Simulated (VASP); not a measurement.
# CdTe (F-43m) in VASP: settings compared

CdTe is run at these levels: PBE, r2SCAN; tasks: single point.

Everything below comes from runs of VASP 6.6.1. Logs are shortened: lines on timing, memory, paths and dates and some standing lists are left out, and cuts for length are marked.

## Step 1: The cell of the first run

The structure is cubic, space group F-43m (No. 216). The conventional cell has a = 6.751 Å, b = 6.751 Å, c = 6.751 Å, α = 90.00°, β = 90.00°, γ = 90.00°. Cd (site symmetry -43m) has 4 Te at 2.92 Å within 3.9 Å. Te (site symmetry -43m) has 4 Cd at 2.92 Å within 3.9 Å.

## Step 2: Single point, PBE (volume changed by +6%)

INCAR

```
SYSTEM = CdTe
  PREC = Accurate
  ENCUT = 520
  EDIFF = 1E-6
  ISMEAR = 0
  SIGMA = 0.01
  LREAL = .False.
  LASPH = .True.
  NELM = 80
  ALGO = Normal
  ISIF = 2
  LWAVE = .False.
  LCHARG = .False.
  GGA = PE
  NBANDS = 16
```

KPOINTS

```
Automatic mesh
0
Gamma
  6 6 6
  0 0 0
```

POSCAR

```
CdTe
1.0
    0.0000000000      3.3753227374      3.3753227374
    3.3753227374      0.0000000000      3.3753227374
    3.3753227374      3.3753227374      0.0000000000
Cd Te
1 1
Direct
    0.0000000000      0.0000000000      0.0000000000
    0.2500000000      0.2500000000      0.2500000000
```

Potentials or basis: VASP PAW PBE potentials, release 64 (Cd, Te).

Run with:

```console
$ cat potpaw_PBE.64/Cd/POTCAR potpaw_PBE.64/Te/POTCAR > POTCAR
$ mpirun -np 1 vasp_std > vasp.out
```

OUTCAR:

```text
SYSTEM = CdTe
   PREC = Accurate
   ENCUT = 520
   EDIFF = 1E-6
   ISMEAR = 0
   LREAL = .False.
   LASPH = .True.
   NELM = 80
   ISIF = 2
   GGA = PE

 ion  position               nearest neighbor table
   1  0.000  0.000  0.000-   2 2.92   2 2.92   2 2.92   2 2.92
   2  0.250  0.250  0.250-   1 2.92   1 2.92   1 2.92   1 2.92

  LATTYP: Found a face centered cubic cell.
 ALAT       =     6.7506454748

  Lattice vectors:

 A1 = (   0.0000000000,   3.3753227374,   3.3753227374)
 A2 = (   3.3753227374,   0.0000000000,   3.3753227374)
 A3 = (   3.3753227374,   3.3753227374,   0.0000000000)

Analysis of symmetry for initial positions (statically):
=====================================================================
 Subroutine PRICEL returns:
 Original cell was already a primitive cell.

 Routine SETGRP: Setting up the symmetry group for a
 face centered cubic supercell.

 Subroutine GETGRP returns: Found 24 space group operations
 (whereof 24 operations were pure point group operations)
 out of a pool of 48 trial point group operations.

The static configuration has the point symmetry T_d .

Analysis of symmetry for dynamics (positions and initial velocities):
=====================================================================
 Subroutine PRICEL returns:
 Original cell was already a primitive cell.

 Routine SETGRP: Setting up the symmetry group for a
 face centered cubic supercell.

 Subroutine GETGRP returns: Found 24 space group operations
 (whereof 24 operations were pure point group operations)
 out of a pool of 48 trial point group operations.

The dynamic configuration has the point symmetry T_d .

 Subroutine INISYM returns: Found 24 space group operations
 (whereof 24 operations are pure point group operations),
 and found     1 'primitive' translations

----------------------------------------------------------------------------------------

                                     Primitive cell

  volume of cell :      76.9088

  direct lattice vectors                    reciprocal lattice vectors
     0.000000000  3.375322737  3.375322737    -0.148133983  0.148133983  0.148133983
     3.375322737  0.000000000  3.375322737     0.148133983 -0.148133983  0.148133983
     3.375322737  3.375322737  0.000000000     0.148133983  0.148133983 -0.148133983

  length of vectors
     4.773427193  4.773427193  4.773427193     0.256575584  0.256575584  0.256575584

[... 70 lines left out ...]
   NELM   =     80;   NELMIN=  2; NELMDL= -5     # of ELM steps
   EDIFF  = 0.1E-05   stopping-criterion for ELM
   LREAL  =      F    real-space projection
   EDIFFG = 0.1E-04   stopping-criterion for IOM
   NSW    =      0    number of steps for IOM
   IBRION =     -1    ionic relax: 0-MD 1-quasi-New 2-CG
   NFREE  =      0    steps in history (QN), initial steepest desc. (CG)
   ISIF   =      2    stress and relaxation
   ISYM   =      2    0-nonsym 1-usesym 2-fastsym
   POTIM  = 0.5000    time-step for ionic-motion
   TEBEG  =    0.0;   TEEND  =   0.0 temperature during run
   PSTRESS=    0.0 pullay stress
   NELECT =      18.0000    total number of electrons
   NUPDOWN=      -1.0000    fix difference up-down
   EMIN   =  10.00;   EMAX   =-10.00  energy-range for DOS
   EFERMI =   0.00;   METHOD = LEGACY
   ISMEAR =     0;   SIGMA  =   0.01  broadening in eV -4-tet -1-fermi 0-gaus
   EFERMI_NEDOS =   21; number of points for ismear=-14 and -15
   IALGO  =     38    algorithm
   IMIX   =      4    mixing-type and parameters
     AMIX     =   0.40;   BMIX     =  1.00
     AMIX_MAG =   1.60;   BMIX_MAG =  1.00
  volume/ion in A,a.u.               =      38.45       259.50
  Fermi-wavevector in a.u.,A,eV,Ry     =   1.008882  1.906510 13.848593  1.017843
  Thomas-Fermi vector in A             =   2.141776
   LORBIT       =      0    0 simple, 1 ext, 2 COOP (PROOUT), +10 PAW based schemes
   GGA     = PE    functional components
   LHFCALC =     F    Hartree Fock is set to
   AEXX    =    0.0000 exact exchange contribution
   IVDW    =     0    specifies the selected vdW correction
   LEPSILON=     F    determine dielectric tensor
   LRPA    =     F    only Hartree local field effects (RPA)
 non-spin polarized calculation
 Gauss-broadening in eV      SIGMA  =   0.01
  energy-cutoff  :      520.00
  volume of cell :       76.91
 maximum number of plane-waves:      2090
   NGX = 17   NGY = 17   NGZ = 17

 number of electron      17.9999992 magnetization

 Free energy of the ion-electron system (eV)
  ---------------------------------------------------
  ext. energy  EPLUGINS =         0.00000000
  ---------------------------------------------------
  free energy    TOTEN  =        -4.78338157 eV

  energy without entropy =       -4.78338157  energy(sigma->0) =       -4.78338157

 E-fermi :   1.3694     XC(G=0):  -8.0530

 val. band max:        1.3214414391   @ k =   0.0000   0.0000   0.0000
 cond. band min:       1.7306723402   @ k =   0.0000   0.0000   0.0000
 fundamental gap:      0.4092309012
 Fermi energy:         1.3694160149

 k-point     1 :       0.0000    0.0000    0.0000
  band No.  band energies     occupation
      1      -9.2281      2.00000
      2      -6.6236      2.00000
      3      -6.6236      2.00000
      4      -6.6236      2.00000
      5      -6.4433      2.00000
      6      -6.4433      2.00000
[... 281 lines left out ...]
      3      -6.5296      2.00000
      4      -6.4737      2.00000
      5      -6.4332      2.00000
      6      -6.0399      2.00000
[... 8 lines left out ...]
     15      11.8835      0.00000
     16      12.2542      0.00000

------------------------ aborting loop because EDIFF is reached ----------------------------------------

  FORCE on cell =-STRESS in cart. coord.  units (eV):
  Direction    XX          YY          ZZ          XY          YZ          ZX
  --------------------------------------------------------------------------------------
  -------------------------------------------------------------------------------------
  Total       -0.8212991     -0.8212991     -0.8212991      0.0000000     -0.0000000      0.0000000
  in kB      -17.1094487    -17.1094487    -17.1094487      0.0000000     -0.0000000      0.0000000
  external PRESSURE =     -17.1094487 kB  Pullay stress =       0.0000000 kB

 VOLUME and BASIS-vectors are now :
 -----------------------------------------------------------------------------
  energy-cutoff  :      520.00
  volume of cell :       76.91
      direct lattice vectors                 reciprocal lattice vectors
     0.000000000  3.375322737  3.375322737    -0.148133983  0.148133983  0.148133983
     3.375322737  0.000000000  3.375322737     0.148133983 -0.148133983  0.148133983
     3.375322737  3.375322737  0.000000000     0.148133983  0.148133983 -0.148133983

 POSITION                                       TOTAL-FORCE (eV/Angst)
 -----------------------------------------------------------------------------------
      0.00000      0.00000      0.00000        -0.000000     -0.000000      0.000000
      1.68766      1.68766      1.68766         0.000000      0.000000     -0.000000
 -----------------------------------------------------------------------------------
    total drift:                               -0.000000     -0.000000     -0.000000

  FREE ENERGIE OF THE ION-ELECTRON SYSTEM (eV)
  ---------------------------------------------------
  free  energy   TOTEN  =        -4.7833815688 eV

  energy  without entropy=       -4.7833815688  energy(sigma->0) =       -4.78338157
```

It took 7.4 s on 1 thread of Intel Xeon 6975P-C (Granite Rapids), shared host; peak memory 0.2 GiB.

What came out:

```
Free energy            : -4.7834 eV
Pressure               : -1.7 GPa
Band gap on the k mesh : 0.41 eV, direct
```

Caveat: spin-orbit coupling is left out, which moves the levels of the heavy elements.

(Continued in part 2 of 2.)
